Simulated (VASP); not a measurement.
NbP3: relaxation of cell and atoms with PBE

Crystal: NbP3.

```
Nb P
1.0
    -1.96549    1.96549    4.39045
     1.96549   -1.96549    4.39045
     1.96549    1.96549   -4.39045
Nb P
1 3
Direct
  0.00000 0.00000 0.00000
  0.50000 0.50000 0.00000
  0.25000 0.75000 0.50000
  0.75000 0.25000 0.50000
```

- Program: VASP 6.6.1
- Task: relaxation of cell and atoms
- Functional: PBE
- Potentials or basis: VASP PAW PBE potentials, release 64 (Nb_sv, P)
- Cutoff: 600 eV
- k mesh: 6 × 6 × 6
- Occupations: gaussian, width 0.1 eV
- Spin: no spin polarisation
- Dipole correction: no
- Further INCAR settings: ALGO = Normal; EDIFF = 1e-07; IBRION = 2; EDIFFG = -0.04; NSW = 90; ISIF = 3

- Relaxed volume: 14.80 Å³/atom
- Relaxed cell: a = 5.068 Å, b = 5.068 Å, c = 5.068 Å, α = 137.29°, β = 137.29°, γ = 61.99°
- Space group after relaxing (to 0.1 Å): I4/mmm (No. 139)
- Energy gained by relaxing: 124.6 meV/atom
- Ionic steps: 9
- Pressure after relaxing: 0.0 GPa
- Band gap on the k mesh: zero (bands 14 and 15 overlap by 1.81 eV)

The path:
```csv
step,energy change (eV),largest force (eV/Å),pressure (GPa),volume (Å³)
1,0.0000,0.0000,-14.33,67.84
2,-0.2860,0.0000,14.27,53.99
3,-0.4876,0.0000,0.22,58.81
4,-0.4875,0.0000,0.63,58.64
5,-0.4945,0.0000,0.59,58.78
6,-0.4981,0.0000,0.54,58.97
7,-0.4981,0.0000,0.54,58.96
8,-0.4979,0.0000,-0.63,59.47
9,-0.4985,0.0000,0.00,59.19
```

Final structure:
```yaml
crystal:
  lattice:
    - [-1.84545, 1.84545, 4.34469]
    - [1.84545, -1.84545, 4.34469]
    - [1.84545, 1.84545, -4.34469]
  atoms:
    - { symbol: Nb, position: [0.00000, 0.00000, 0.00000] }
    - { symbol: P, position: [0.50000, 0.50000, 0.00000] }
    - { symbol: P, position: [0.25000, 0.75000, 0.50000] }
    - { symbol: P, position: [0.75000, 0.25000, 0.50000] }
```

Levels at points of the mesh, in eV from the Fermi level:
```tsv
k point	band 12	band 13	band 14	band 15	band 16	band 17
(0.00, 0.00, 0.00)	-2.06	-2.06	-0.90	0.36	1.39	1.93
(0.50, 0.00, 0.00)	-2.16	-2.16	-1.57	-0.73	0.62	1.67
(0.50, 0.50, 0.00)	-2.26	-0.98	0.70	0.92	1.04	1.84
(0.50, 0.50, 0.50)	-1.16	-1.03	-0.75	-0.11	0.03	0.03
```

Run time: 3.8 min on 1 thread of Intel(R) Xeon(R) 6975P-C (Granite Rapids) (shared host), peak memory 0.29 GiB.
